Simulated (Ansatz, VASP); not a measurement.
**Two plane-wave programs on GaSb**

```xyz
2
Lattice="-1.5455 2.6570 2.8739 1.5455 -2.6570 2.8739 1.5455 2.6570 -2.8739" Properties=species:S:1:pos:R:3 pbc="T T T"
Sb    0.0000    0.0000    2.8739
Ga    0.0000    0.0000    0.0000
```

Alike in both runs: task single point; functional PBEsol; k mesh 10 × 10 × 10; occupations fermi-dirac, width 0.05 eV; no spin polarisation.

|  | VASP | Ansatz |
| --- | --- | --- |
| version | VASP 6.6.1 | Ansatz 0.2.0 |
| potentials or method | VASP PAW PBE potentials, release 64 (Sb, Ga_d) | Ansatz PAW |
| plane-wave cutoff (eV) | 520 | 420 |
| valence electrons in the cell | 18 | 28 |

|  | VASP | Ansatz | Ansatz less VASP |
| --- | --- | --- | --- |
| gap on the k mesh at the Fermi level (eV) | none | none | - |
| pressure (GPa) | -2.1 | -2.1 | +0.04 |
| traceless stress, the component that is largest in VASP (GPa) | 1.09 | 1.09 | -0.008 |

VASP's potentials were made for PBE, not for PBEsol. A gap of «none» marks a metal or a gap that the smearing closes. The functional is the same, so the differences come from potentials, cutoffs and numerics. VASP's potentials hold 18 valence electrons a cell and Ansatz's 28, so a difference there can come from the potentials and not from the codes.

Neither program's run includes spin-orbit coupling.
